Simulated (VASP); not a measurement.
# ZnO in VASP: single point with PBEsol

Aim: the single point of ZnO with PBEsol.

Everything below comes from runs of VASP 6.6.1. Logs are shortened: lines on timing, memory, paths and dates and some standing lists are left out, and cuts for length are marked.

## (1) The cell of the first run

The cell holds a slab with vacuum, 20 atoms: a = 3.230 Å, b = 6.134 Å, c = 26.914 Å, α = 90.00°, β = 90.00°, γ = 105.27°.

## (2) Single point, PBEsol

The input, INCAR:

```
SYSTEM = ZnO
ALGO = Fast
DIPOL = 0.5 0.5 0.494
EDIFF = 1E-7
ENCUT = 520
GGA = PS
IDIPOL = 3
ISIF = 2
ISMEAR = 0
ISYM = 0
LASPH = .TRUE.
LCHARG = .FALSE.
LDIPOL = .TRUE.
LREAL = Auto
LWAVE = .FALSE.
NBANDS = 106
NELM = 100
PREC = Accurate
SIGMA = 0.05
```

The input, KPOINTS:

```
k-points
0
G
  9 5 1
  0 0 0
```

The input, POSCAR:

```
ZnO
1.0
    3.2300235096      0.0000000000      0.0000000000
   -1.6150117548      5.9172362710      0.0000000000
    0.0000000000      0.0000000000     26.9140643116
Zn O
10 10
Direct
    0.5366312093      0.0732624186      0.2786647127
    0.8797470497      0.7594940993      0.3549872256
    0.1483702177      0.2967404354      0.3702517282
    0.4914860581      0.9829721161      0.4465742410
    0.7601092261      0.5202184523      0.4618387436
    0.1032250665      0.2064501329      0.5381612564
    0.3718482345      0.7436964691      0.5534257590
    0.7149640749      0.4299281497      0.6297482718
    0.9835872429      0.9671744859      0.6450127744
    0.3267030833      0.6534061666      0.7213352873
    0.1208837700      0.2417675400      0.2981054038
    0.3895069381      0.7790138761      0.3133699064
    0.7326227784      0.4652455568      0.3896924192
    0.0012459465      0.0024918930      0.4049569218
    0.3443617868      0.6887235736      0.4812794347
    0.6129849549      0.2259699098      0.4965439372
    0.9561007952      0.9122015905      0.5728664501
    0.2247239633      0.4494479266      0.5881309526
    0.5678398036      0.1356796073      0.6644534655
    0.8364629717      0.6729259434      0.6797179681
```

Potentials or basis: VASP PAW PBE potentials, release 64 (Zn, O).

The run is started by

```bash
$ cat potpaw_PBE.64/Zn/POTCAR potpaw_PBE.64/O/POTCAR > POTCAR
$ mpirun -np 1 vasp_std > vasp.out
```

OUTCAR:

```text
SYSTEM = ZnO
   EDIFF = 1E-7
   ENCUT = 520
   GGA = PS
   ISIF = 2
   ISMEAR = 0
   ISYM = 0
   LASPH = .TRUE.
   LREAL = Auto
   NELM = 100
   PREC = Accurate

 ion  position               nearest neighbor table
   1  0.537  0.073  0.279-  11 1.97  11 1.97  12 1.98
   2  0.880  0.759  0.355-  14 1.97  12 1.97  12 1.97  13 1.98
   3  0.148  0.297  0.370-  13 1.97  13 1.97  11 1.97  14 1.98
   4  0.491  0.983  0.447-  14 1.97  16 1.97  14 1.97  15 1.98
   5  0.760  0.520  0.462-  15 1.97  15 1.97  13 1.97  16 1.98
   6  0.103  0.206  0.538-  16 1.97  18 1.97  16 1.97  17 1.98
   7  0.372  0.744  0.553-  15 1.97  17 1.97  17 1.97  18 1.98
   8  0.715  0.430  0.630-  18 1.97  18 1.97  20 1.97  19 1.98
   9  0.984  0.967  0.645-  17 1.97  19 1.97  19 1.97  20 1.98
  10  0.327  0.653  0.721-  20 1.97  20 1.97
  11  0.121  0.242  0.298-   1 1.97   1 1.97   3 1.97
  12  0.390  0.779  0.313-   2 1.97   2 1.97   1 1.98
  13  0.733  0.465  0.390-   3 1.97   3 1.97   5 1.97   2 1.98
  14  0.001  0.002  0.405-   4 1.97   2 1.97   4 1.97   3 1.98
  15  0.344  0.689  0.481-   7 1.97   5 1.97   5 1.97   4 1.98
  16  0.613  0.226  0.497-   6 1.97   4 1.97   6 1.97   5 1.98
  17  0.956  0.912  0.573-   9 1.97   7 1.97   7 1.97   6 1.98
  18  0.225  0.449  0.588-   8 1.97   6 1.97   8 1.97   7 1.98
  19  0.568  0.136  0.664-   9 1.97   9 1.97   8 1.98
  20  0.836  0.673  0.680-  10 1.97  10 1.97   8 1.97   9 1.98

IMPORTANT INFORMATION: All symmetrisations will be switched off!
NOSYMM: (Re-)initialisation of all symmetry stuff for point group C_1.

----------------------------------------------------------------------------------------

                                     Primitive cell

  volume of cell :     514.4035

  direct lattice vectors                    reciprocal lattice vectors
     3.230023510  0.000000000  0.000000000     0.309595270  0.084498907  0.000000000
    -1.615011755  5.917236271  0.000000000     0.000000000  0.168997815  0.000000000
     0.000000000  0.000000000 26.914064312     0.000000000  0.000000000  0.037155295

  length of vectors
     3.230023510  6.133673292 26.914064312     0.320919455  0.168997815  0.037155295

  position of ions in fractional coordinates (direct lattice)
     0.536631209  0.073262419  0.278664713
     0.879747050  0.759494099  0.354987226
     0.148370218  0.296740435  0.370251728
     0.491486058  0.982972116  0.446574241
     0.760109226  0.520218452  0.461838744
     0.103225067  0.206450133  0.538161256
[... 12 lines left out ...]
     0.567839804  0.135679607  0.664453466
     0.836462972  0.672925943  0.679717968

  ion indices of the primitive-cell ions
   primitive index   ion index
                 1           1
                 2           2
                 3           3
                 4           4
                 5           5
                 6           6
[... 12 lines left out ...]
                19          19
                20          20

----------------------------------------------------------------------------------------

 KPOINTS: k-points

Automatic generation of k-mesh.
 Grid dimensions read from file:
 generate k-points for:    9    5    1

 Generating k-lattice:

  Cartesian coordinates                     Fractional coordinates (reciprocal lattice)
     0.034399474  0.009388767  0.000000000     0.111111111  0.000000000  0.000000000
     0.000000000  0.033799563  0.000000000     0.000000000  0.200000000  0.000000000
     0.000000000  0.000000000  0.037155295     0.000000000  0.000000000  1.000000000

  Length of vectors
     0.035657717  0.033799563  0.037155295

  Shift w.r.t. Gamma in fractional coordinates (k-lattice)
     0.000000000  0.000000000  0.000000000

 -----------------------------------------------------------------------------
|                                                                             |
|           W    W    AA    RRRRR   N    N  II  N    N   GGGG   !!!           |
|           W    W   A  A   R    R  NN   N  II  NN   N  G    G  !!!           |
|           W    W  A    A  R    R  N N  N  II  N N  N  G       !!!           |
|           W WW W  AAAAAA  RRRRR   N  N N  II  N  N N  G  GGG   !            |
|           WW  WW  A    A  R   R   N   NN  II  N   NN  G    G                |
|           W    W  A    A  R    R  N    N  II  N    N   GGGG   !!!           |
|                                                                             |
|     Your reciprocal lattice and k-lattice belong to different lattice       |
|     classes:                                                                |
|                                                                             |
|        The reciprocal lattice is base centered orthorhombic,                |
|        whereas your k-lattice is simple monoclinic.                         |
|                                                                             |
|     Results are often still useful ...                                      |
|                                                                             |
 -----------------------------------------------------------------------------

 WARNING: IBZKPT: internal override: KBLOWUP is changed to .FALSE.
      ... skipping the blow-up phase ...

 Subroutine IBZKPT returns following result:
 ===========================================

 Found     23 irreducible k-points:

 Following reciprocal coordinates:
            Coordinates               Weight
  0.000000  0.000000  0.000000      1.000000
  0.111111 -0.000000  0.000000      2.000000
  0.222222 -0.000000  0.000000      2.000000
  0.333333  0.000000  0.000000      2.000000
  0.444444 -0.000000  0.000000      2.000000
  0.000000  0.200000  0.000000      2.000000
[... 15 lines left out ...]
 -0.222222  0.400000  0.000000      2.000000
 -0.111111  0.400000  0.000000      2.000000
   k-points           NKPTS =     23   k-points in BZ     NKDIM =     23   number of bands    NBANDS=    106
   number of dos      NEDOS =    301   number of ions     NIONS =     20
   total plane-waves  NPLWV = 230400
   dimension x,y,z NGX =    24 NGY =   48 NGZ =  200
   dimension x,y,z NGXF=    48 NGYF=   96 NGZF=  400
   ions per type =              10  10
   NGX,Y,Z   is equivalent  to a cutoff of  12.35, 13.01, 12.35 a.u.
   NGXF,Y,Z  is equivalent  to a cutoff of  24.71, 26.02, 24.71 a.u.
 SYSTEM =  ZnO
   PREC   = accura    normal or accurate (medium, high low for compatibility)
   ISTART =      0    job   : 0-new  1-cont  2-samecut
   ICHARG =      2    charge: 1-file 2-atom 10-const
   ISPIN  =      1    spin polarized calculation?
   LNONCOLLINEAR =      F non collinear calculations
   LSORBIT =      F    spin-orbit coupling
   LASPH  =      T    aspherical Exc in radial PAW
   ENCUT  =  520.0 eV  38.22 Ry    6.18 a.u.   6.01 11.40 50.04*2*pi/ulx,y,z
   NELM   =    100;   NELMIN=  2; NELMDL= -5     # of ELM steps
   EDIFF  = 0.1E-06   stopping-criterion for ELM
   LREAL  =      T    real-space projection
   EDIFFG = 0.1E-05   stopping-criterion for IOM
   NSW    =      0    number of steps for IOM
   IBRION =     -1    ionic relax: 0-MD 1-quasi-New 2-CG
   NFREE  =      0    steps in history (QN), initial steepest desc. (CG)
   ISIF   =      2    stress and relaxation
   ISYM   =      0    0-nonsym 1-usesym 2-fastsym
   POTIM  = 0.5000    time-step for ionic-motion
   TEBEG  =    0.0;   TEEND  =   0.0 temperature during run
   PSTRESS=    0.0 pullay stress
   NELECT =     180.0000    total number of electrons
   NUPDOWN=      -1.0000    fix difference up-down
   EMIN   =  10.00;   EMAX   =-10.00  energy-range for DOS
   EFERMI =   0.00;   METHOD = LEGACY
   ISMEAR =     0;   SIGMA  =   0.05  broadening in eV -4-tet -1-fermi 0-gaus
   EFERMI_NEDOS =   21; number of points for ismear=-14 and -15
   IALGO  =     68    algorithm
   IMIX   =      4    mixing-type and parameters
     AMIX     =   0.40;   BMIX     =  1.00
     AMIX_MAG =   1.60;   BMIX_MAG =  1.00
  volume/ion in A,a.u.               =      25.72       173.57
  Fermi-wavevector in a.u.,A,eV,Ry     =   1.153624  2.180034 18.107298  1.330849
  Thomas-Fermi vector in A             =   2.290267
   LORBIT       =      0    0 simple, 1 ext, 2 COOP (PROOUT), +10 PAW based schemes
   GGA     = PS    functional components
   LHFCALC =     F    Hartree Fock is set to
   AEXX    =    0.0000 exact exchange contribution
   IVDW    =     0    specifies the selected vdW correction
   LEPSILON=     F    determine dielectric tensor
   LRPA    =     F    only Hartree local field effects (RPA)
 non-spin polarized calculation
 RMM-DIIS sequential band-by-band and
 Gauss-broadening in eV      SIGMA  =   0.05
  energy-cutoff  :      520.00
  volume of cell :      514.40
 maximum number of plane-waves:     13923
   NGX = 13   NGY = 23   NGZ =101

 dipolmoment           0.000000      0.000000      0.983326 electrons x Angstroem

 number of electron     180.0000010 magnetization

 dipolmoment           0.000000      0.000000     -0.091113 electrons x Angstroem

 Free energy of the ion-electron system (eV)
  ---------------------------------------------------
  ext. energy  EPLUGINS =         0.00000000
  ---------------------------------------------------
  free energy    TOTEN  =       -91.83742633 eV

  energy without entropy =      -91.82588914  energy(sigma->0) =      -91.83165774

 E-fermi :  -1.9484     XC(G=0):  -5.8161

 val. band max:       -1.9539375032   @ k =  -0.2222   0.2000   0.0000
 cond. band min:      -1.9480980556   @ k =   0.1111   0.2000   0.0000
 fundamental gap:      0.0058394476
 Fermi energy:        -1.9484059401

 k-point     1 :       0.0000    0.0000    0.0000
  band No.  band energies     occupation
      1     -20.8638      2.00000
      2     -20.1552      2.00000
      3     -19.8467      2.00000
      4     -19.5767      2.00000
      5     -19.5233      2.00000
      6     -19.4605      2.00000
[... 2404 lines left out ...]
    101       3.6540      0.00000
    102       3.9153      0.00000
 [bands above 102 left out]

------------------------ aborting loop because EDIFF is reached ----------------------------------------

 vacuum level on the upper side and lower side of the slab       (xc-potential included)        -0.524         0.369

  FORCE on cell =-STRESS in cart. coord.  units (eV):
  Direction    XX          YY          ZZ          XY          YZ          ZX
  --------------------------------------------------------------------------------------
  -------------------------------------------------------------------------------------
  Total       -4.7776107     -2.4702488     -3.1813455     -0.0220768      0.5565532      0.0037772
  in kB      -14.8804979     -7.6939153     -9.9087195     -0.0687610      1.7334583      0.0117646
  external PRESSURE =     -10.8277109 kB  Pullay stress =       0.0000000 kB

 VOLUME and BASIS-vectors are now :
 -----------------------------------------------------------------------------
  energy-cutoff  :      520.00
  volume of cell :      514.40
      direct lattice vectors                 reciprocal lattice vectors
     3.230023510  0.000000000  0.000000000     0.309595270  0.084498907  0.000000000
    -1.615011755  5.917236271  0.000000000     0.000000000  0.168997815  0.000000000
     0.000000000  0.000000000 26.914064312     0.000000000  0.000000000  0.037155295

 POSITION                                       TOTAL-FORCE (eV/Angst)
 -----------------------------------------------------------------------------------
      1.61501      0.43351      7.50000        -0.003225      0.350043      2.147619
      1.61501      4.49411      9.55415         0.001002     -0.118717     -0.981390
      0.00000      1.75588      9.96498         0.003997      0.056745     -0.624708
      0.00000      5.81648     12.01913        -0.001586     -0.008031     -0.155908
      1.61501      3.07826     12.42996         0.001409      0.000378     -0.142776
      0.00000      1.22161     14.48411        -0.000567     -0.049710     -0.005503
[... 12 lines left out ...]
      1.61501      0.80285     17.88314        -0.000055     -0.217524     -0.290743
      1.61501      3.98186     18.29397         0.002129     -0.241182      1.398841
 -----------------------------------------------------------------------------------
    total drift:                               -0.000123      0.010277     -0.004407

  FREE ENERGIE OF THE ION-ELECTRON SYSTEM (eV)
  ---------------------------------------------------
  free  energy   TOTEN  =       -91.8374263281 eV

  energy  without entropy=      -91.8258891437  energy(sigma->0) =      -91.83165774

 vacuum level on the upper side and lower side of the slab         2.075         2.971
```

Wall time 1.5 h (1 thread of Oxide Virtual Turin-like, shared host); peak memory 0.99 GiB.

What came out:

- Free energy: -91.8374 eV
- Largest force: 2.176 eV/Å
- Band gap on the k mesh: zero (bands 90 and 91 overlap by 0.13 eV)

Forces on the atoms (eV/Å):
```
Zn  -0.003  0.350  2.148
Zn   0.001 -0.119 -0.981
Zn   0.004  0.057 -0.625
Zn  -0.002 -0.008 -0.156
Zn   0.001  0.000 -0.143
Zn  -0.001 -0.050 -0.006
Zn  -0.001  0.064 -0.094
Zn   0.001 -1.115 -0.006
Zn   0.000  1.321  0.129
Zn  -0.002  0.175 -1.111
O   -0.003 -1.105 -0.937
O    0.002  0.789 -0.129
O   -0.003 -0.011  0.225
O    0.000  0.054  0.330
O    0.000 -0.011  0.086
O    0.003  0.010  0.126
O    0.001 -0.184 -0.064
O   -0.001  0.242  0.098
O    0.000 -0.218 -0.291
O    0.002 -0.241  1.399
```

Caveat: the PAW data sets were made with another functional, which shifts forces and pressure a little.
